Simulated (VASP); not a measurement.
Here is a VASP 6.6.1 calculation.

Contents of INCAR:

```
ALGO     = Normal         # electronic algorithm
EDIFF    = 1E-6           # SCF threshold, eV
ENCUT    = 520            # plane-wave cutoff, eV
GGA      = PE             # functional
ISIF     = 2              # what is computed and relaxed
ISMEAR   = 0              # smearing method
LASPH    = T              # aspherical terms in the spheres
LCHARG   = F              # write CHGCAR
LREAL    = F              # projectors in reciprocal space
LWAVE    = F              # write WAVECAR
NBANDS   = 11             # bands
NELM     = 80             # most SCF steps
PREC     = Accurate       # precision mode
SIGMA    = 0.05           # smearing width, eV
```

File KPOINTS:

```
k-points
0
Gamma
  12 12 12
```

POSCAR

```
SiC
1.0
    0.0000000000      2.1740000000      2.1740000000
    2.1740000000      0.0000000000      2.1740000000
    2.1740000000      2.1740000000      0.0000000000
Si C
1 1
Direct
    0.1034958602      0.1034958602     -0.2498611093
    0.7500000000      0.7500000000      0.7500000000
```

Potentials or basis: VASP PAW PBE potentials, release 64 (Si, C).

Run with:

```sh
$ cat potpaw_PBE.64/Si/POTCAR potpaw_PBE.64/C/POTCAR > POTCAR
$ mpirun -np 1 vasp_std > vasp.out
```

Question: Estimate the pressure.

Answer: 20.7 GPa.

Question: What does it give for the largest force?

Answer: 3.367 eV/Å.

Question: Predict the band gap on the k mesh.

Answer: Zero (band 4 reaches 9.89 eV, above the bottom of band 5 at 8.75 eV).

Stress tensor (GPa, compression positive):
```
 27.40 -10.62  -3.31
-10.62  27.40  -3.31
 -3.31  -3.31   7.39
```

Caveat: the cell differs from its parent crystal (atom 1 (Si) moved by (-0.450, +0.450) A along [1 1 0] and z); forces of over 1 eV/Å act on the atoms, so gaps and moduli don't describe the material at rest.
